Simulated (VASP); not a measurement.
Input of a VASP 6.6.1 run:

INCAR

```
PREC = Accurate
ENCUT = 600
EDIFF = 1E-6
ISMEAR = 0
SIGMA = 0.02
LREAL = F
LASPH = T
NELM = 100
ALGO = Normal
ISIF = 3
LWAVE = F
LCHARG = F
GGA = PE
IVDW = 12
IBRION = 2
NSW = 100
EDIFFG = -0.005
KPAR = 4
```

KPOINTS

```
Automatic mesh
0
Gamma
  12 12 2
```

The input POSCAR:

```
InSe
1.0
    4.0435953879      0.0000000000      0.0000000000
   -2.0217976940      3.5018563286      0.0000000000
    0.0000000000      0.0000000000     16.7615310922
In Se
4 4
Direct
    0.3333333333      0.6666666667      0.1665097186
    0.6666666667      0.3333333333      0.6665097186
    0.3333333333      0.6666666667      0.3334902814
    0.6666666667      0.3333333333      0.8334902814
    0.3333333333      0.6666666667      0.5902354783
    0.6666666667      0.3333333333      0.0902354783
    0.3333333333      0.6666666667      0.9097645217
    0.6666666667      0.3333333333      0.4097645217
```

Potentials or basis: VASP PAW PBE potentials, release 64 (In_d, Se).

Run with:

```console
$ cat potpaw_PBE.64/In_d/POTCAR potpaw_PBE.64/Se/POTCAR > POTCAR
$ mpirun -np 4 vasp_std > vasp.out
```

Problem. Estimate the space group after relaxing (to 0.1 Å).

Solution. P6_3/mmc (No. 194).

Problem. Predict the relaxed cell.

Solution. a = 4.032 Å, b = 4.032 Å, c = 16.780 Å, α = 90.00°, β = 90.00°, γ = 120.00°.

Forces in eV/Å, atoms in the order of the input:
```
In   0.000  0.000 -0.004
In   0.000  0.000 -0.004
In   0.000  0.000  0.004
In   0.000  0.000  0.004
Se   0.000  0.000 -0.002
Se   0.000  0.000 -0.002
Se   0.000  0.000  0.002
Se   0.000  0.000  0.002
```
